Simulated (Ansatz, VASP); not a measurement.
**Two plane-wave programs on K**

File INCAR:

```
  PREC = Accurate
  ENCUT = 600
  EDIFF = 1E-6
  ISMEAR = -1
  SIGMA = 0.08
  LREAL = F
  LASPH = T
  NELM = 100
  ALGO = Normal
  ISIF = 3
  LWAVE = F
  LCHARG = F
  IBRION = 2
  NSW = 100
  EDIFFG = -0.002
```

Contents of KPOINTS:

```
regular mesh
0
Gamma
  18 18 18
```

Contents of POSCAR:

```
K
1.0
    0.0000000000      2.5240000000      2.5240000000
    2.5240000000      0.0000000000      2.5240000000
    2.5240000000      2.5240000000      0.0000000000
K
1
Direct
    0.0000000000      0.0000000000      0.0000000000
```

Input for Ansatz:

```yaml
crystal:
  lattice:
    - [0.0, 2.524, 2.524]
    - [2.524, 0.0, 2.524]
    - [2.524, 2.524, 0.0]
  atoms:
    - { symbol: K, position: [0.0, 0.0, 0.0] }
kpoints:
  mp_grid: { grid: [18, 18, 18] }
scf:
  occupations: { method: fermi_dirac, width: 0.08 }
hamiltonian:
  xc: lda
  pseudopotentials: { kind: paw }
relax:
  f_tol: 0.002
  max_steps: 80
  cell: {}
output:
  forces: true
  stress: true
  write_density: true
  write_potential: true
  elf: true
  volumetric_format: npy
```

Alike in both runs: task relaxation of cell and atoms; functional LDA; k mesh 18 × 18 × 18; occupations fermi-dirac, width 0.08 eV; no spin polarisation.

|  | VASP | Ansatz |
| --- | --- | --- |
| version | VASP 6.6.1 | Ansatz 0.2.0 |
| potentials or method | VASP PAW LDA potentials, release 64 (K_sv) | PAW with Ansatz's default frozen-core files, scalar-relativistic |
| plane-wave cutoff (eV) | 600 | 420 |
| valence electrons in the cell | 9 | 9 |

|  | VASP | Ansatz | Ansatz less VASP |
| --- | --- | --- | --- |
| relaxed volume (Å³/atom) | 63.82 | 64.34 | +0.519 |
| relaxed cell length with the largest relative difference (Å) | 4.486 | 4.498 | +0.0121 |

LDA's correlation is that of Perdew and Zunger in VASP and of Perdew and Wang (1992) in Ansatz.

Noted on VASP's run: the volume moved by over 15 % at a fixed basis, so the end points are rough.
